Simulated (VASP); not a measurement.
Input of a VASP 6.6.1 run:

File INCAR:

```
ALGO = Normal
EDIFF = 1E-6
ENCUT = 600
GGA = PE
GGA_COMPAT = F
ISIF = 2
ISMEAR = 0
ISPIN = 2
LASPH = T
LCHARG = F
LORBIT = 11
LREAL = F
LWAVE = F
MAGMOM = 0 0 0 0 1 1
NBANDS = 51
NELM = 200
PREC = Accurate
SIGMA = 0.1
```

Contents of KPOINTS:

```
k-points
0
Gamma
  6 6 4
```

File POSCAR:

```
ZnCdO
1.0
    3.6675825100      0.0000000000      0.0000000000
    0.0000000000      3.6675825100      0.0000000000
    0.0000000000      0.0000000000      7.1792809800
Zn Cd O
2 2 2
Direct
    0.5000000000      0.5000000000      0.0000000000
    0.5000000000      0.5000000000      0.5000000000
    0.0000000000      0.0000000000      0.2500000000
    0.0000000000      0.0000000000      0.7500000000
    0.0000000000      0.5000000000      0.0000000000
    0.5000000000      0.0000000000      0.5000000000
```

Potentials or basis: VASP PAW PBE potentials, release 64 (Zn, Cd_sv_GW, O).

Launch:

```sh
$ cat potpaw_PBE.64/Zn/POTCAR potpaw_PBE.64/Cd_sv_GW/POTCAR potpaw_PBE.64/O/POTCAR > POTCAR
$ mpirun -np 1 vasp_std > vasp.out
```

(1) What does it give for the band gap on the k mesh?

(2) What does it give for the net moment?

(3) Predict the pressure.

## Answers

(1) zero (filled and empty bands overlap).

(2) 0.00 μB per cell.

(3) 8.0 GPa.

Caveat: the cell stands under pressure; semilocal functionals underestimate gaps, so a narrow gap can read as zero.
